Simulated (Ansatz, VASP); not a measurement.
# One calculation of InSe, two programs

```
Se In
1.0
     4.02700    0.00000    0.00000
    -2.01350    3.48748    0.00000
     0.00000    0.00000   36.72119
Se In
2 2
Direct
  0.00000 0.00000 0.42348
  0.00000 0.00000 0.57650
  0.66667 0.33333 0.46029
  0.66667 0.33333 0.53969
```

Alike in both runs: task single point; functional PBE; dispersion D3(BJ); k mesh 9 × 9 × 1; occupations gaussian, width 0.02 eV; no spin polarisation.

|  | VASP | Ansatz |
| --- | --- | --- |
| version | VASP 6.6.1 | Ansatz 0.2.0 |
| potentials or method | VASP PAW PBE potentials, release 64 (Se, In_d), cutoff 520 eV | scalar-relativistic, plane waves, PAW |
| valence electrons in the cell | 38 | 58 |

|  | VASP | Ansatz | Ansatz less VASP |
| --- | --- | --- | --- |
| gap on the k mesh at the Fermi level (eV) | 1.66 | 1.67 | +0.009 |
| least direct gap on the mesh (eV) | 1.74 | 1.75 | +0.008 |
| rms of the force components (eV/Å) | 0.159 | 0.163 | +0.0033 |

VASP's potentials hold 38 valence electrons a cell and Ansatz's 58, so a difference there can come from the potentials and not from the codes. Ansatz's warnings: structure snapped to symmetry.
